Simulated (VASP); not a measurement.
Runs of VASP 6.6.1 on BeTe. The structure is that of space group F-43m (No. 216), or close to it. The cells are those of the table. 

```csv
cell,k mesh,smearing,gap on the mesh (eV),pressure (GPa)
"a = 3.917 Å, angles 60.0°, 2 atoms",6 × 6 × 6,gaussian 0.1 eV,2.21,4.5
"a = 4.079 Å, angles 60.0°, 2 atoms",8 × 8 × 8,gaussian 0.02 eV,2.50,-3.0
"a = 3.960 Å, angles 60.0°, 2 atoms",8 × 8 × 8,gaussian 0.02 eV,2.29,(b)
"a = 3.918 Å, angles 60.0°, 2 atoms",8 × 8 × 8,gaussian 0.02 eV,2.21,(a)
```

Alike in all rows: task single point; level r2SCAN; potentials or basis VASP PAW PBE potentials, release 64 (Be, Te); no spin polarisation; cutoff (eV) 520.

Estimate the missing entries.

(a) 4.4; (b) 2.1.

Caveats: the PAW data sets were made with another functional, which shifts forces and pressure a little; spin-orbit coupling is left out, which moves the levels of the heavy elements.

A k mesh can miss the band edges, and the runs leave out spin-orbit coupling on Te.
